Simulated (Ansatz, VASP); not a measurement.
SnBr4Cl: VASP beside Ansatz

```
CELL_PARAMETERS angstrom
0.00000 4.36175 4.36175
4.36175 0.00000 4.36175
4.36175 4.36175 0.00000
ATOMIC_POSITIONS crystal
Sn 0.75000 0.75000 0.75000
Br 0.87537 0.37488 0.37488
Br 0.37488 0.37488 0.37488
Br 0.37488 0.37488 0.87537
Br 0.37488 0.87537 0.37488
Cl 0.00000 0.00000 0.00000
```

Change from the starting cell: species swapped into the TmCu4Ag type (F-43m, No. 216).

Alike in both runs: functional PBE; k mesh 8 × 8 × 8; occupations gaussian, width 0.1 eV; no spin polarisation.

Ansatz relaxed the structure, and its values are those at the end. VASP's run is a single point on that final structure, the one shown.

|  | VASP | Ansatz |
| --- | --- | --- |
| version | VASP 6.6.1 | Ansatz 0.2.0 |
| potentials or method | VASP PAW PBE potentials, release 64 (Sn_d, Br, Cl), cutoff 520 eV | scalar-relativistic, plane waves, PAW |
| valence electrons in the cell | 49 | 49 |

```csv
,VASP,Ansatz,Ansatz less VASP
gap on the k mesh at the Fermi level (eV),none,none,-
pressure (GPa),0.0,0.0,+0.02
```

A gap of «none» marks a metal or a gap that the smearing closes. With one functional, cell and mesh, what is left measures potentials, basis and numerics.
